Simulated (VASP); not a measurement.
Wanted: the native input for a VASP 6.6.1 run.

```
Task                   : single point
Functional             : revPBE
Potentials or basis    : VASP PAW PBE potentials, release 64 (Bi_d, Te)
Cutoff                 : 520 eV
k mesh                 : 6 × 6 × 6
Occupations            : gaussian, width 0.05 eV
Spin                   : no spin polarisation
Dipole correction      : no
Further INCAR settings : ALGO = Normal; EDIFF = 1e-07; NBANDS = 18
```

The structure of BiTe lies in POSCAR:

```
BiTe
1.0
    0.0000000000      3.2358562530      3.2358562530
    3.2358562530      0.0000000000      3.2358562530
    3.2358562530      3.2358562530      0.0000000000
Bi Te
1 1
Direct
    0.5000000000      0.5000000000      0.5000000000
    0.0000000000      0.0000000000      0.0000000000
```

This cell differs from its parent crystal: volume scaled by 0.96.

One way to write it, as run:

INCAR

```
  PREC = Accurate
  ENCUT = 520
  EDIFF = 1E-7
  ISMEAR = 0
  SIGMA = 0.05
  LREAL = False
  LASPH = True
  NELM = 60
  ALGO = Normal
  ISIF = 2
  LWAVE = False
  LCHARG = True
  GGA = RE
  LELF = True
  LVHAR = True
  NBANDS = 18
```

KPOINTS

```
Automatic mesh
0
Gamma
  6 6 6
```

Potentials or basis: VASP PAW PBE potentials, release 64 (Bi_d, Te).

Command:

```bash
$ cat potpaw_PBE.64/Bi_d/POTCAR potpaw_PBE.64/Te/POTCAR > POTCAR
$ mpirun -np 1 vasp_std > vasp.out
```

It gave:

```
Pressure : 1.8 GPa
```

Caveat: the PAW data sets were made with another functional, which shifts forces and pressure a little.

Run time: 21 s on 1 thread of Intel(R) Xeon(R) Platinum 8488C (Sapphire Rapids), with other jobs on the host, peak memory 0.2 GiB.
